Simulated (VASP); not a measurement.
# O (P6_3/mmc) in VASP: a series of runs

O is run at these levels: PBEsol; tasks: single point.

Program: VASP 6.6.1. These are calculated values, not measurements. Logs are shortened: lines on timing, memory, paths and dates and some standing lists are left out, and cuts for length are marked.

## Step 1: The cell of the first run

It takes space group P6_3/mmc (No. 194, hexagonal). The conventional cell has a = 2.510 Å, b = 2.510 Å, c = 6.575 Å, α = 90.00°, β = 90.00°, γ = 120.00°. Within 1.6 Å of O (site symmetry 3m) lie 1 O at 1.17 Å.

## Step 2: Single point, PBEsol (equal xx and yy strain of -2 %)

INCAR

```
SYSTEM = O
PREC = Accurate
ENCUT = 520
EDIFF = 1E-7
ISMEAR = -1
SIGMA = 0.03
LREAL = .FALSE.
LASPH = .TRUE.
NELM = 80
ALGO = Normal
ISIF = 2
LWAVE = .FALSE.
LCHARG = .FALSE.
GGA = PS
NBANDS = 20
```

KPOINTS

```
regular mesh
0
G
  13 13 5
  0 0 0
```

POSCAR

```
O
1.0
    2.5097795506      0.0000000000      0.0000000000
   -1.2548897753      2.1735328487      0.0000000000
    0.0000000000      0.0000000000      6.5750000000
O
4
Direct
    0.3333333333      0.6666666667      0.1610000000
    0.6666666667      0.3333333333      0.6610000000
    0.3333333333      0.6666666667      0.3390000000
    0.6666666667      0.3333333333      0.8390000000
```

Potentials or basis: VASP PAW PBE potentials, release 64 (O).

The run is started by

```bash
$ cat potpaw_PBE.64/O/POTCAR > POTCAR
$ mpirun -np 1 vasp_std > vasp.out
```

OUTCAR:

```text
SYSTEM = O
   PREC = Accurate
   ENCUT = 520
   EDIFF = 1E-7
   ISMEAR = -1
   LREAL = .FALSE.
   LASPH = .TRUE.
   NELM = 80
   ISIF = 2
   GGA = PS

 ion  position               nearest neighbor table
   1  0.333  0.667  0.161-   3 1.17
   2  0.667  0.333  0.661-   4 1.17
   3  0.333  0.667  0.339-   1 1.17
   4  0.667  0.333  0.839-   2 1.17

  LATTYP: Found a hexagonal cell.
 ALAT       =     2.5097795506
 C/A-ratio  =     2.6197520011

  Lattice vectors:

 A1 = (   2.5097795506,   0.0000000000,   0.0000000000)
 A2 = (  -1.2548897753,   2.1735328487,   0.0000000000)
 A3 = (   0.0000000000,   0.0000000000,   6.5750000000)

Analysis of symmetry for initial positions (statically):
=====================================================================
 Subroutine PRICEL returns:
 Original cell was already a primitive cell.

 Routine SETGRP: Setting up the symmetry group for a
 hexagonal supercell.

 Subroutine GETGRP returns: Found 24 space group operations
 (whereof 12 operations were pure point group operations)
 out of a pool of 24 trial point group operations.

The static configuration has the point symmetry D_3d.
 The point group associated with its full space group is D_6h.

Analysis of symmetry for dynamics (positions and initial velocities):
=====================================================================
 Subroutine PRICEL returns:
 Original cell was already a primitive cell.

 Routine SETGRP: Setting up the symmetry group for a
 hexagonal supercell.

 Subroutine GETGRP returns: Found 24 space group operations
 (whereof 12 operations were pure point group operations)
 out of a pool of 24 trial point group operations.

The dynamic configuration has the point symmetry D_3d.
 The point group associated with its full space group is D_6h.

 Subroutine INISYM returns: Found 24 space group operations
 (whereof 12 operations are pure point group operations),
 and found     1 'primitive' translations

----------------------------------------------------------------------------------------

                                     Primitive cell

  volume of cell :      35.8672

  direct lattice vectors                    reciprocal lattice vectors
     2.509779551  0.000000000  0.000000000     0.398441369  0.230040232  0.000000000
    -1.254889775  2.173532849  0.000000000     0.000000000  0.460080463  0.000000000
     0.000000000  0.000000000  6.575000000     0.000000000  0.000000000  0.152091255

  length of vectors
     2.509779551  2.509779551  6.575000000     0.460080463  0.460080463  0.152091255

  position of ions in fractional coordinates (direct lattice)
     0.333333333  0.666666667  0.161000000
     0.666666667  0.333333333  0.661000000
     0.333333333  0.666666667  0.339000000
     0.666666667  0.333333333  0.839000000

  ion indices of the primitive-cell ions
   primitive index   ion index
                 1           1
                 2           2
                 3           3
                 4           4

----------------------------------------------------------------------------------------

 KPOINTS: regular mesh

Automatic generation of k-mesh.
 Grid dimensions read from file:
 generate k-points for:   13   13    5

 Generating k-lattice:

  Cartesian coordinates                     Fractional coordinates (reciprocal lattice)
     0.030649336  0.017695402  0.000000000     0.076923077  0.000000000  0.000000000
     0.000000000  0.035390805  0.000000000     0.000000000  0.076923077  0.000000000
     0.000000000  0.000000000  0.030418251     0.000000000  0.000000000  0.200000000

  Length of vectors
     0.035390805  0.035390805  0.030418251

  Shift w.r.t. Gamma in fractional coordinates (k-lattice)
     0.000000000  0.000000000  0.000000000

 Subroutine IBZKPT returns following result:
 ===========================================

 Found     63 irreducible k-points:

 Following reciprocal coordinates:
            Coordinates               Weight
  0.000000  0.000000  0.000000      1.000000
  0.076923 -0.000000  0.000000      6.000000
  0.153846 -0.000000  0.000000      6.000000
  0.230769  0.000000  0.000000      6.000000
  0.307692 -0.000000  0.000000      6.000000
  0.384615 -0.000000  0.000000      6.000000
[... 16 lines left out ...]
  0.076923 -0.000000  0.200000     12.000000
  0.153846 -0.000000  0.200000     12.000000
 [... further k-points ...]
   k-points           NKPTS =     63   k-points in BZ     NKDIM =     63   number of bands    NBANDS=     20
   number of dos      NEDOS =    301   number of ions     NIONS =      4
   total plane-waves  NPLWV =  20000
   dimension x,y,z NGX =    20 NGY =   20 NGZ =   50
   dimension x,y,z NGXF=    40 NGYF=   40 NGZF=  100
   ions per type =               4
   NGX,Y,Z   is equivalent  to a cutoff of  13.25, 13.25, 12.64 a.u.
   NGXF,Y,Z  is equivalent  to a cutoff of  26.50, 26.50, 25.28 a.u.
 SYSTEM =  O
   PREC   = accura    normal or accurate (medium, high low for compatibility)
   ISTART =      0    job   : 0-new  1-cont  2-samecut
   ICHARG =      2    charge: 1-file 2-atom 10-const
   ISPIN  =      1    spin polarized calculation?
   LNONCOLLINEAR =      F non collinear calculations
   LSORBIT =      F    spin-orbit coupling
   LASPH  =      T    aspherical Exc in radial PAW
   ENCUT  =  520.0 eV  38.22 Ry    6.18 a.u.   4.67  4.67 12.23*2*pi/ulx,y,z
   NELM   =     80;   NELMIN=  2; NELMDL= -5     # of ELM steps
   EDIFF  = 0.1E-06   stopping-criterion for ELM
   LREAL  =      F    real-space projection
   EDIFFG = 0.1E-05   stopping-criterion for IOM
   NSW    =      0    number of steps for IOM
   IBRION =     -1    ionic relax: 0-MD 1-quasi-New 2-CG
   NFREE  =      0    steps in history (QN), initial steepest desc. (CG)
   ISIF   =      2    stress and relaxation
   ISYM   =      2    0-nonsym 1-usesym 2-fastsym
   POTIM  = 0.5000    time-step for ionic-motion
   TEBEG  =    0.0;   TEEND  =   0.0 temperature during run
   PSTRESS=    0.0 pullay stress
   NELECT =      24.0000    total number of electrons
   NUPDOWN=      -1.0000    fix difference up-down
   EMIN   =  10.00;   EMAX   =-10.00  energy-range for DOS
   EFERMI =   0.00;   METHOD = LEGACY
   ISMEAR =    -1;   SIGMA  =   0.03  broadening in eV -4-tet -1-fermi 0-gaus
   EFERMI_NEDOS =   21; number of points for ismear=-14 and -15
   IALGO  =     38    algorithm
   IMIX   =      4    mixing-type and parameters
     AMIX     =   0.40;   BMIX     =  1.00
     AMIX_MAG =   1.60;   BMIX_MAG =  1.00
  volume/ion in A,a.u.               =       8.97        60.51
  Fermi-wavevector in a.u.,A,eV,Ry     =   1.431900  2.705899 27.896542  2.050338
  Thomas-Fermi vector in A             =   2.551586
   LORBIT       =      0    0 simple, 1 ext, 2 COOP (PROOUT), +10 PAW based schemes
   GGA     = PS    functional components
   LHFCALC =     F    Hartree Fock is set to
   AEXX    =    0.0000 exact exchange contribution
   IVDW    =     0    specifies the selected vdW correction
   LEPSILON=     F    determine dielectric tensor
   LRPA    =     F    only Hartree local field effects (RPA)
 non-spin polarized calculation
  energy-cutoff  :      520.00
  volume of cell :       35.87
 maximum number of plane-waves:       985
 NGX is ok and might be reduce to    20
   NGX =  9   NGY =  9   NGZ = 25

 number of electron      23.9999988 magnetization

 Free energy of the ion-electron system (eV)
  ---------------------------------------------------
  ext. energy  EPLUGINS =         0.00000000
  ---------------------------------------------------
  free energy    TOTEN  =       -19.95786650 eV

  energy without entropy =      -19.94964229  energy(sigma->0) =      -19.95375439

 E-fermi :   2.6763     XC(G=0): -11.0866

 val. band max:        2.6756407122   @ k =   0.3077   0.2308   0.2000
 cond. band min:       2.6844989627   @ k =   0.2308   0.0000   0.0000
 fundamental gap:      0.0088582506
 Fermi energy:         2.6762923948

 k-point     1 :       0.0000    0.0000    0.0000
  band No.  band energies     occupation
      1     -26.4839      2.00000
      2     -26.3373      2.00000
      3     -13.5046      2.00000
      4     -11.5117      2.00000
      5      -7.6847      2.00000
      6      -4.5280      2.00000
[... 12 lines left out ...]
     19      18.3037      0.00000
     20      18.5357      0.00000

 k-point     2 :       0.0769   -0.0000    0.0000
  band No.  band energies     occupation
      1     -26.4338      2.00000
      2     -26.2910      2.00000
      3     -13.4159      2.00000
      4     -11.4598      2.00000
      5      -7.6491      2.00000
      6      -4.6016      2.00000
[... 12 lines left out ...]
     19      18.4145      0.00000
     20      18.5561      0.00000

 k-point     3 :       0.1538   -0.0000    0.0000
  band No.  band energies     occupation
      1     -26.2925      2.00000
      2     -26.1611      2.00000
      3     -13.1587      2.00000
      4     -11.3152      2.00000
      5      -7.5612      2.00000
      6      -4.9363      2.00000
[... 12 lines left out ...]
     19      18.6398      0.00000
     20      18.6950      0.00000

 k-point     4 :       0.2308    0.0000    0.0000
  band No.  band energies     occupation
      1     -26.0865      2.00000
      2     -25.9727      2.00000
      3     -12.7613      2.00000
      4     -11.1134      2.00000
      5      -7.4828      2.00000
      6      -5.6257      2.00000
[... 429 lines left out ...]
 k-point    23 :       0.0769   -0.0000    0.2000
  band No.  band energies     occupation
      1     -26.4203      2.00000
      2     -26.3049      2.00000
      3     -13.2810      2.00000
      4     -11.7437      2.00000
      5      -7.2725      2.00000
      6      -4.8493      2.00000
[... 12 lines left out ...]
     19      18.2905      0.00000
     20      18.3319      0.00000

 k-point    24 :       0.1538   -0.0000    0.2000
  band No.  band energies     occupation
      1     -26.2805      2.00000
      2     -26.1740      2.00000
      3     -13.0305      2.00000
      4     -11.5791      2.00000
      5      -7.2155      2.00000
      6      -5.1002      2.00000
[... 12 lines left out ...]
     19      18.4475      0.00000
     20      18.6083      0.00000

 [... further k-points ...]

------------------------ aborting loop because EDIFF is reached ----------------------------------------

  FORCE on cell =-STRESS in cart. coord.  units (eV):
  Direction    XX          YY          ZZ          XY          YZ          ZX
  --------------------------------------------------------------------------------------
  -------------------------------------------------------------------------------------
  Total       -0.7302646     -0.7302646     14.5396046     -0.0000000     -0.0000000      0.0000000
  in kB      -32.6207027    -32.6207027    649.4797818     -0.0000000     -0.0000000      0.0000000
  external PRESSURE =     194.7461255 kB  Pullay stress =       0.0000000 kB

 VOLUME and BASIS-vectors are now :
 -----------------------------------------------------------------------------
  energy-cutoff  :      520.00
  volume of cell :       35.87
      direct lattice vectors                 reciprocal lattice vectors
     2.509779551  0.000000000  0.000000000     0.398441369  0.230040232  0.000000000
    -1.254889775  2.173532849  0.000000000     0.000000000  0.460080463  0.000000000
     0.000000000  0.000000000  6.575000000     0.000000000  0.000000000  0.152091255

 POSITION                                       TOTAL-FORCE (eV/Angst)
 -----------------------------------------------------------------------------------
     -0.00000      1.44902      1.05858        -0.000000      0.000000     -4.549316
      1.25489      0.72451      4.34608         0.000000     -0.000000     -4.549316
     -0.00000      1.44902      2.22892        -0.000000      0.000000      4.549316
      1.25489      0.72451      5.51642         0.000000     -0.000000      4.549316
 -----------------------------------------------------------------------------------
    total drift:                               -0.000000      0.000000      0.000000

  FREE ENERGIE OF THE ION-ELECTRON SYSTEM (eV)
  ---------------------------------------------------
  free  energy   TOTEN  =       -19.9578665011 eV

  energy  without entropy=      -19.9496422887  energy(sigma->0) =      -19.95375439
```

It took 61 s on 1 thread of Intel Xeon 8259CL, shared host; peak memory 0.16 GiB.

Results:

```yaml
Free_energy: -19.9579 eV
Pressure: 19.5 GPa
Largest_force: 4.549 eV/Å
Band_gap_on_the_k_mesh: zero (bands 12 and 13 overlap by 2.19 eV)
```

Forces on the atoms (eV/Å):
```
O    0.000  0.000 -4.549
O    0.000  0.000 -4.549
O    0.000  0.000  4.549
O    0.000  0.000  4.549
```

Stress tensor (GPa, compression positive):
```
-3.26  0.00  0.00
 0.00 -3.26  0.00
 0.00  0.00 64.95
```

Levels at points of the mesh, in eV from the Fermi level:
```
           k point  band 10  band 11  band 12  band 13  band 14  band 15
(0.00, 0.00, 0.00)    -6.02     1.16     1.16     1.43     1.43     8.31
```

Caveat: the cell differs from its parent crystal (equal xx and yy strain of -2 %); the standard files for N, O and F lose accuracy on very short bonds; spin is off for a triplet molecule; the stress differs along the axes, from -3 to 65 GPa; this functional lacks dispersion, which holds the molecules together, so the pressure and a relaxed volume are unreliable; the PAW data sets were made with another functional, which shifts forces and pressure a little.

(Continued in part 2 of 2.)
